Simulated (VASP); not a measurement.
Runs of VASP 6.6.1 on Os. The structure is that of space group P6_3/mmc (No. 194), or close to it. The cells are those of the table. 

```tsv
level	potentials or basis	spin	fixed moment (μB)	cell	k mesh	cutoff (eV)	smearing	gap on the mesh (eV)	pressure (GPa)	moment (μB)
PBEsol	VASP PAW PBE potentials, release 64 (Os)	off	-	a = 2.678, b = 2.678, c = 4.232 Å, angles 90.0, 90.0, 120.0°, 2 atoms	11 × 11 × 6	520	fermi-dirac 0.05 eV	none	(b)	-
LDA	VASP PAW LDA potentials, release 64 (Os_sv_GW)	off	-	a = 2.678, b = 2.678, c = 4.232 Å, angles 90.0, 90.0, 120.0°, 2 atoms	11 × 11 × 6	560	fermi-dirac 0.05 eV	none	21.4	-
SVWN5	VASP PAW PBE potentials, release 64 (Os_sv_GW)	off	-	a = 2.734, b = 2.734, c = 4.320 Å, angles 90.0, 90.0, 120.0°, 2 atoms	11 × 11 × 6	560	fermi-dirac 0.05 eV	none	-10.5	-
PBE exchange alone	VASP PAW PBE potentials, release 64 (Os)	non-collinear, typed start	-	a = 2.734, b = 2.734, c = 4.320 Å, angles 90.0, 90.0, 120.0°, 2 atoms	8 × 8 × 4	520	gaussian 0.1 eV	none	(c)	0.00
BLYP+D4	VASP PAW PBE potentials, release 64 (Os_sv_GW)	off	-	a = 2.697, b = 2.697, c = 4.261 Å, angles 90.0, 90.0, 120.0°, 2 atoms	11 × 11 × 6	560	fermi-dirac 0.05 eV	none	31.1	-
r2SCAN+D4	VASP PAW PBE potentials, release 64 (Os)	collinear, zero start	0.0	a = 2.734, b = 2.734, c = 4.320 Å, angles 90.0, 90.0, 120.0°, 2 atoms	11 × 11 × 6	660	methfessel-paxton 0.001 eV	-	(a)	0.00
RPBE+D4	VASP PAW PBE potentials, release 64 (Os)	off	-	a = 2.678, b = 2.678, c = 4.232 Å, angles 90.0, 90.0, 120.0°, 2 atoms	11 × 11 × 6	520	fermi-dirac 0.05 eV	none	29.7	-
b88 exchange, pbe correlation	VASP PAW PBE potentials, release 64 (Os)	off	-	a = 2.734, b = 2.734, c = 4.320 Å, angles 90.0, 90.0, 120.0°, 2 atoms	11 × 11 × 6	600	fermi-dirac 0.05 eV	none	9.2	-
```

Alike in all rows: task single point.

Q: Estimate the missing entries.

A: (a) 0.1; (b) 28.8; (c) 46.4.

Caveats: some runs use coarse meshes; spin-orbit coupling is left out, which moves the levels of the heavy elements; the PAW data sets were made with another functional, which shifts forces and pressure a little (at least some runs); the cell stands under pressure (at least some runs); the dispersion term is far too large for a dense solid, which distorts pressure and volume (at least some runs); the cell stands under tension (at least some runs); the total moment is fixed, so each spin has its own Fermi level (at least some runs).

A k mesh can miss the band edges, and the runs leave out spin-orbit coupling on Os.

A gap of «none» marks levels without a gap at the run's occupations.

The runs don't all hold the same shells in valence.
